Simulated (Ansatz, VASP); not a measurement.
**SnO in VASP and in Ansatz**

```
Sn O
1.0
     3.67900    0.00000    0.00000
     0.00000    3.67900    0.00000
     0.00000    0.00000    4.09670
Sn O
2 2
Direct
  0.00000 0.50000 0.24575
  0.50000 0.00000 0.75425
  0.00000 0.00000 0.00000
  0.50000 0.50000 0.00000
```

Alike in both runs: task single point; functional LDA; k mesh 10 × 10 × 8; occupations gaussian, width 0.15 eV; no spin polarisation.

```csv
,VASP,Ansatz
version,VASP 6.6.1,Ansatz 0.2.0
potentials or method,"VASP PAW LDA potentials, release 64 (Sn_d, O), cutoff 520 eV","scalar-relativistic, plane waves, PAW"
valence electrons in the cell,40,40
```

VASP gave:

* gap on the k mesh at the Fermi level (eV): none
* pressure (GPa): 24.7
* traceless stress, the component that is largest in VASP (GPa): 0.80
* rms of the force components (eV/Å): 1.274

Question: What did Ansatz give for the same quantities?

Answer: gap on the k mesh at the Fermi level (eV): none; pressure (GPa): 23.9; traceless stress, the component that is largest in VASP (GPa): 0.91; rms of the force components (eV/Å): 1.211.

LDA's correlation is that of Perdew and Zunger in VASP and of Perdew and Wang (1992) in Ansatz. Atom by atom the forces differ by 0.063 eV/Å (rms over components). A gap of «none» marks a metal or a gap that the smearing closes.
